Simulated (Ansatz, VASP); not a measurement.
## Two plane-wave programs on HfO2

INCAR

```
ALGO = Normal
EDIFF = 1E-6
ENCUT = 520
GGA = PS
ISIF = 2
ISMEAR = -1
LASPH = True
LCHARG = False
LDAU = True
LDAUJ = 0 0
LDAUL = 2 -1
LDAUPRINT = 1
LDAUTYPE = 2
LDAUU = 3 0
LMAXMIX = 4
LREAL = False
LWAVE = False
NBANDS = 18
NELM = 150
PREC = Accurate
SIGMA = 0.05
```

KPOINTS

```
k-points
0
Gamma
  9 9 9
```

POSCAR

```
HfO2
1.0
    0.0000000000      2.5575000000      2.5575000000
    2.5575000000      0.0000000000      2.5575000000
    2.5575000000      2.5575000000      0.0000000000
Hf O
1 2
Direct
    0.0000000000      0.0000000000      0.0000000000
    0.7500000000      0.7500000000      0.7500000000
    0.2500000000      0.2500000000      0.2500000000
```

input.yaml

```yaml
crystal:
  lattice:
    - [0.0, 2.5575, 2.5575]
    - [2.5575, 0.0, 2.5575]
    - [2.5575, 2.5575, 0.0]
  atoms:
    - { symbol: Hf, position: [0.0, 0.0, 0.0] }
    - { symbol: O, position: [0.75, 0.75, 0.75] }
    - { symbol: O, position: [0.25, 0.25, 0.25] }
hamiltonian:
  xc: pbesol
  pseudopotentials: { kind: paw }
  hubbard: { sites: [{ species: Hf, l: d, u_eff: 3.0 }] }
kpoints:
  mp_grid: { grid: [9, 9, 9] }
  band_path:
    path:
      - [[0.0, 0.0, 0.0], [0.5, 0.0, 0.5], [0.5, 0.25, 0.75], [0.375, 0.375, 0.75], [0.0, 0.0, 0.0], [0.5, 0.5, 0.5], [0.625, 0.25, 0.625], [0.5, 0.25, 0.75], [0.5, 0.5, 0.5], [0.375, 0.375, 0.75]]
      - [[0.625, 0.25, 0.625], [0.5, 0.0, 0.5]]
    npoints: 14
scf:
  occupations: { method: fermi_dirac, width: 0.05 }
  n_extra_bands: 7
output:
  forces: true
  stress: true
  eigenvalues: true
  fatbands: false
```

Alike in both runs: functional PBEsol; k mesh 9 × 9 × 9; occupations fermi-dirac, width 0.05 eV; no spin polarisation; Hubbard terms Hf d U = 3.0 eV.

```csv
,VASP,Ansatz
version,VASP 6.6.1,Ansatz 0.2.0
potentials or method,"VASP PAW PBE potentials, release 64 (Hf_pv, O)",Ansatz PAW
plane-wave cutoff (eV),520,420
valence electrons in the cell,22,38
task,single point,band structure
```

|  | VASP | Ansatz | Ansatz less VASP |
| --- | --- | --- | --- |
| gap on the k mesh at the Fermi level (eV) | 4.08 | 4.21 | +0.131 |
| least direct gap on the mesh (eV) | 4.20 | 4.32 | +0.125 |
| pressure (GPa) | -5.5 | -5.9 | -0.36 |

VASP's potentials were made for PBE, not for PBEsol. The programs project onto different local orbitals, so the same U acts differently, and such runs can settle in different states. VASP's potentials hold 22 valence electrons a cell and Ansatz's 38, so a difference there can come from the potentials and not from the codes.

Spin-orbit coupling is off throughout. Noted on Ansatz's run: the k mesh misses the band edges, so the gap on the mesh is wider than the one along the path.
